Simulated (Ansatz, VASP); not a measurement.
## One calculation of C, two programs

INCAR

```
PREC = Accurate
ENCUT = 520
EDIFF = 1E-7
ISMEAR = -1
SIGMA = 0.1
LREAL = F
LASPH = T
NELM = 80
ALGO = Normal
ISIF = 2
LWAVE = F
LCHARG = T
GGA = RE
LELF = T
LVHAR = T
NBANDS = 8
```

Contents of KPOINTS:

```
regular mesh
0
Gamma
  21 21 21
```

The input POSCAR:

```
C
1.0
   -1.2241872794      1.2241872794      1.2241872794
    1.2241872794     -1.2241872794      1.2241872794
    1.2241872794      1.2241872794     -1.2241872794
C
1
Direct
    0.0000000000      0.0000000000      0.0000000000
```

Input for Ansatz:

```yaml
crystal:
  lattice:
    - [-1.2241872794, 1.2241872794, 1.2241872794]
    - [1.2241872794, -1.2241872794, 1.2241872794]
    - [1.2241872794, 1.2241872794, -1.2241872794]
  atoms:
    - { symbol: C, position: [0.0, 0.0, 0.0] }
hamiltonian:
  xc: revpbe
  pseudopotentials:
    kind: paw
    azcp:
      C: "pseudopotentials/C.paw.azcp"
basis:
  ecutwfc: 420
  fft_grid_basis: typed
kpoints:
  mp_grid: { grid: [21, 21, 21], shift: [0, 0, 0] }
magnetization:
  spin_polarized: false
scf:
  occupations: { method: fermi_dirac, width: 0.1 }
  lower_state_search: "off"
output:
  stress: true
```

Alike in both runs: task single point; functional revPBE; k mesh 21 × 21 × 21; occupations fermi-dirac, width 0.1 eV; no spin polarisation.

```csv
,VASP,Ansatz
version,VASP 6.6.1,Ansatz 0.2.0
potentials or method,"VASP PAW PBE potentials, release 64 (C), cutoff 520 eV","plane waves (420 eV) with PAW, scalar-relativistic"
valence electrons in the cell,4,4
```

```csv
,VASP,Ansatz,Ansatz less VASP
pressure (GPa),-11.3,-11.4,-0.09
```

VASP's potentials were made for PBE, not for revPBE.
